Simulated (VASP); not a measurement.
Si (a cell with a defect), 63 atoms in the cell. The cell holds a defect, 63 atoms: a = 10.860 Å, b = 10.860 Å, c = 10.860 Å, α = 90.00°, β = 90.00°, γ = 90.00°. 

- Program: VASP 6.6.1
- Task: single point
- Functional: PBE
- Potentials or basis: VASP PAW PBE potentials, release 64 (Si)
- Cutoff: 520 eV
- k mesh: 1 × 1 × 1
- Occupations: fermi-dirac, width 0.05 eV
- Spin: collinear spin, zero start
- Dipole correction: no
- Charge: 1
- Further INCAR settings: LREAL = Auto; ALGO = Normal; EDIFF = 1e-06; NBANDS = 167; NELECT = 251.0

Potentials or basis: VASP PAW PBE potentials, release 64 (Si).

The run is started by

```sh
$ cat potpaw_PBE.64/Si/POTCAR > POTCAR
$ mpirun -np 1 vasp_gam > vasp.out
```

Hardware: 1 thread of Intel Xeon 8259CL, with other jobs on the host.

**Question.** How long does it take, and how much memory?

**Answer.** Wall time 24 min on 1 thread of Intel Xeon 8259CL, on a shared host, peak memory 1.4 GiB. Counts: scf iterations 17, k points 1.
